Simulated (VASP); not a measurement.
Crystal: InSb3.

```
In Sb
1.0
     0.00000    3.79455    3.79455
     3.79455    0.00000    3.79455
     3.79455    3.79455    0.00000
In Sb
1 3
Cartesian
  0.0000 0.0000 0.0000
  1.8973 1.8973 1.8973
  5.6918 5.6918 5.6918
  3.7946 3.7946 3.7946
```

Base run:

- Program: VASP 6.6.1
- Functional: PBEsol
- Potentials or basis: VASP PAW PBE potentials, release 64 (In_d, Sb)
- Cutoff: 520 eV
- k mesh: 4 × 4 × 4
- Occupations: tetrahedron
- Spin: no spin polarisation

Its results: band gap on the k mesh zero (band 14 reaches 9.01 eV, above the bottom of band 15 at 5.45 eV); pressure -3.0 GPa.

Problem. The run is repeated on the same cell with these changes: functional from PBEsol to BLYP; cutoff from 520 eV to 500 eV; occupations from tetrahedron to methfessel-paxton, width 0.15 eV. What comes out?

Solution. Band gap on the k mesh zero (band 14 reaches 9.55 eV, above the bottom of band 15 at 6.11 eV); pressure 4.2 GPa.

Caveats: the PAW data sets were made with another functional, which shifts forces and pressure a little; spin-orbit coupling is left out, which moves the levels of the heavy elements.
